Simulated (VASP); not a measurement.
# Ge (Cmmm) in VASP: further runs, part 2 of 2

VASP 6.6.1.

## Step 6: Relaxation of cell and atoms, RPBE

Input file INCAR:

```
PREC = Accurate
ENCUT = 600
EDIFF = 1E-7
ISMEAR = -1
SIGMA = 0.05
LREAL = F
LASPH = T
NELM = 80
ALGO = Normal
ISIF = 3
LWAVE = F
LCHARG = F
GGA = RP
IBRION = 2
NSW = 60
EDIFFG = -0.01
```

Input file KPOINTS:

```
regular mesh
0
Gamma
  11 11 10
```

Input file POSCAR:

```
Ge
1.0
    1.3971490000     -2.6005160000      0.0000000000
    1.3971490000      2.6005160000      0.0000000000
    0.0000000000      0.0000000000      2.6982310000
Ge
1
Direct
    0.5000000000      0.5000000000      0.0000000000
```

Potentials or basis: VASP PAW PBE potentials, release 64 (Ge_d).

Launch:

```
> cat potpaw_PBE.64/Ge_d/POTCAR > POTCAR
> mpirun -np 1 vasp_std > vasp.out
```

OUTCAR:

```text
PREC = Accurate
   ENCUT = 600
   EDIFF = 1E-7
   ISMEAR = -1
   LREAL = F
   LASPH = T
   NELM = 80
   ISIF = 3
   GGA = RP
   IBRION = 2
   NSW = 60
   EDIFFG = -0.01

 ion  position               nearest neighbor table
   1  0.500  0.500  0.000-

  LATTYP: Found a base centered orthorhombic cell.
 ALAT       =     2.7942980000
 B/A-ratio  =     1.8613018368
 C/A-ratio  =     0.9656203454

  Lattice vectors:

 A1 = (   1.3971490000,  -2.6005160000,   0.0000000000)
 A2 = (   1.3971490000,   2.6005160000,   0.0000000000)
 A3 = (   0.0000000000,   0.0000000000,   2.6982310000)

Analysis of symmetry for initial positions (statically):
=====================================================================
 Subroutine PRICEL returns:
 Original cell was already a primitive cell.

 Routine SETGRP: Setting up the symmetry group for a
 base centered orthorhombic supercell.

 Subroutine GETGRP returns: Found  8 space group operations
 (whereof  8 operations were pure point group operations)
 out of a pool of  8 trial point group operations.

The static configuration has the point symmetry D_2h.

Analysis of symmetry for dynamics (positions and initial velocities):
=====================================================================
 Subroutine PRICEL returns:
 Original cell was already a primitive cell.

 Routine SETGRP: Setting up the symmetry group for a
 base centered orthorhombic supercell.

 Subroutine GETGRP returns: Found  8 space group operations
 (whereof  8 operations were pure point group operations)
 out of a pool of  8 trial point group operations.

The dynamic configuration has the point symmetry D_2h.

 Subroutine INISYM returns: Found  8 space group operations
 (whereof  8 operations are pure point group operations),
 and found     1 'primitive' translations

[... 143 lines left out ...]

  FORCE on cell =-STRESS in cart. coord.  units (eV):
  Direction    XX          YY          ZZ          XY          YZ          ZX
  --------------------------------------------------------------------------------------
  -------------------------------------------------------------------------------------
  Total        0.3200545     -0.1146989      0.1824171      0.0000000      0.0000000      0.0000000
  in kB       26.1530991     -9.3725682     14.9061273      0.0000000      0.0000000      0.0000000
  external PRESSURE =      10.5622194 kB  Pullay stress =       0.0000000 kB
[... 86 lines left out ...]
  FREE ENERGIE OF THE ION-ELECTRON SYSTEM (eV)
  ---------------------------------------------------
  free  energy   TOTEN  =        -3.9065823036 eV

  energy  without entropy=       -3.9025517911  energy(sigma->0) =       -3.90456705

[... ionic steps 4 to 9 ...]

--------------------------------------- Ionic step       10  -------------------------------------------

 number of electron      13.9999999 magnetization

------------------------ aborting loop because EDIFF is reached ----------------------------------------
[... 65 lines left out ...]
--------------------------------------- Ionic step       12  -------------------------------------------

 number of electron      13.9999999 magnetization

 Free energy of the ion-electron system (eV)
  ---------------------------------------------------
  ext. energy  EPLUGINS =         0.00000000
  ---------------------------------------------------
  free energy    TOTEN  =        -3.90781821 eV

  energy without entropy =       -3.90335441  energy(sigma->0) =       -3.90558631

 E-fermi :   6.1950     XC(G=0): -10.8544

 val. band max:        6.1891139497   @ k =   0.1818   0.1818   0.1000
 cond. band min:       6.1970291379   @ k =   0.4545   0.2727   0.3000
 fundamental gap:      0.0079151882
 Fermi energy:         6.1949942885

 k-point     1 :       0.0000    0.0000    0.0000
  band No.  band energies     occupation
      1     -18.6021      2.00000
      2     -18.5565      2.00000
      3     -18.5466      2.00000
      4     -18.4120      2.00000
      5     -18.4074      2.00000
      6      -6.5542      2.00000
      7      12.3826      0.00000
      8      14.1458      0.00000
      9      14.4157      0.00000
     10      15.9572      0.00000
     11      19.8555      0.00000
[... 309 lines left out ...]
 k-point    24 :      -0.1818    0.1818    0.0000
  band No.  band energies     occupation
      1     -18.5908      2.00000
      2     -18.5559      2.00000
      3     -18.5154      2.00000
      4     -18.4254      2.00000
      5     -18.4104      2.00000
      6      -5.7964      2.00000
      7       9.1966      0.00000
      8      12.7375      0.00000
      9      13.1020      0.00000
     10      16.3088      0.00000
     11      17.6615      0.00000

 [... further k-points ...]

------------------------ aborting loop because EDIFF is reached ----------------------------------------

  FORCE on cell =-STRESS in cart. coord.  units (eV):
  Direction    XX          YY          ZZ          XY          YZ          ZX
  --------------------------------------------------------------------------------------
  -------------------------------------------------------------------------------------
  Total       -0.0046100     -0.0008616     -0.0029424     -0.0000000      0.0000000      0.0000000
  in kB       -0.3707623     -0.0692910     -0.2366485     -0.0000000      0.0000000      0.0000000
  external PRESSURE =      -0.2255673 kB  Pullay stress =       0.0000000 kB
[... 16 lines left out ...]
  FREE ENERGIE OF THE ION-ELECTRON SYSTEM (eV)
  ---------------------------------------------------
  free  energy   TOTEN  =        -3.9078182121 eV

  energy  without entropy=       -3.9033544144  energy(sigma->0) =       -3.90558631

 reached required accuracy - stopping structural energy minimisation
```

CONTCAR:

```text
Ge
   1.00000000000000
     1.4376370275262367   -2.5265715255006609    0.0000000000000000
     1.4376370275262367    2.5265715255006609    0.0000000000000000
     0.0000000000000000    0.0000000000000000    2.7422278808729894
  Ge
     1
Direct
     0.5000000000000000    0.5000000000000000    0.0000000000000000

  0.00000000E+00  0.00000000E+00  0.00000000E+00
```

Run time: 7.8 min. Hardware: 1 thread of Intel Xeon 8259CL, shared host; peak memory 0.19 GiB.

What came out:

| Quantity | Value |
| --- | --- |
| Free energy | -3.9078 eV |
| Relaxed volume | 19.92 Å³/atom |
| Relaxed cell | a = 2.907 Å, b = 2.907 Å, c = 2.742 Å, α = 90.00°, β = 90.00°, γ = 120.72° |
| Space group after relaxing (to 0.1 Å) | P6/mmm (No. 191) |
| Energy gained by relaxing | 6.2 meV/atom |
| Ionic steps | 12 |
| Pressure after relaxing | 0.0 GPa |
| Band gap on the k mesh | zero (bands 7 and 8 overlap by 8.56 eV) |

The path:
```
step  energy change (eV)  largest force (eV/Å)  pressure (GPa)  volume (Å³)
   1              0.0000                0.0000            1.06        19.61
   2             -0.0046                0.0000           -0.16        19.97
   3             -0.0049                0.0000           -0.48        20.09
   4             -0.0049                0.0000           -0.58        20.12
   5             -0.0059                0.0000           -0.13        19.96
   6             -0.0060                0.0000            0.18        19.86
   7             -0.0060                0.0000            0.21        19.85
   8             -0.0061                0.0000            0.06        19.90
   9             -0.0062                0.0000           -0.05        19.93
  10             -0.0062                0.0000           -0.05        19.94
  11             -0.0062                0.0000           -0.06        19.94
  12             -0.0062                0.0000           -0.02        19.92
```

Final structure:
```
Ge
1.0
     1.43764   -2.52657    0.00000
     1.43764    2.52657    0.00000
     0.00000    0.00000    2.74223
Ge
1
Direct
  0.50000 0.50000 0.00000
```

Levels at points of the mesh, in eV from the Fermi level:
| k point | band 3 | band 4 | band 5 | band 6 | band 7 | band 8 | band 9 | band 10 | band 11 |
| --- | --- | --- | --- | --- | --- | --- | --- | --- | --- |
| (0.00, 0.00, 0.00) | -24.74 | -24.61 | -24.60 | -12.75 | 6.19 | 7.95 | 8.22 | 9.76 | 13.66 |
| (0.00, 0.00, 0.50) | -24.66 | -24.66 | -24.63 | -9.22 | -5.60 | 10.58 | 10.85 | 16.43 | 16.84 |

Caveat: the PAW data sets were made with another functional, which shifts forces and pressure a little.

## Step 7: The runs side by side

| task | level | cell | cutoff (eV) | smearing | gap on the mesh (eV) | pressure (GPa) |
| --- | --- | --- | --- | --- | --- | --- |
| single point | PBE | as given | 520 | gaussian 0.021 eV | none | -0.6 |
| single point | PBE | as given | 520 | gaussian 0.022 eV | none | -0.8 |
| single point | PBE | as given | 520 | gaussian 0.023 eV | none | -0.8 |
| single point | PBE | as given | 520 | gaussian 0.024 eV | none | -0.6 |
| relaxation of cell and atoms | RPBE | relaxed | 600 | fermi-dirac 0.05 eV | none | 0.0 |

Alike in all rows: potentials or basis VASP PAW PBE potentials, release 64 (Ge_d); no spin polarisation; k mesh 11 × 11 × 10.

Caveats: the PAW data sets were made with another functional, which shifts forces and pressure a little (at least some runs).

Total energies depend on the potentials used, so only differences within one code and one set of settings carry meaning.
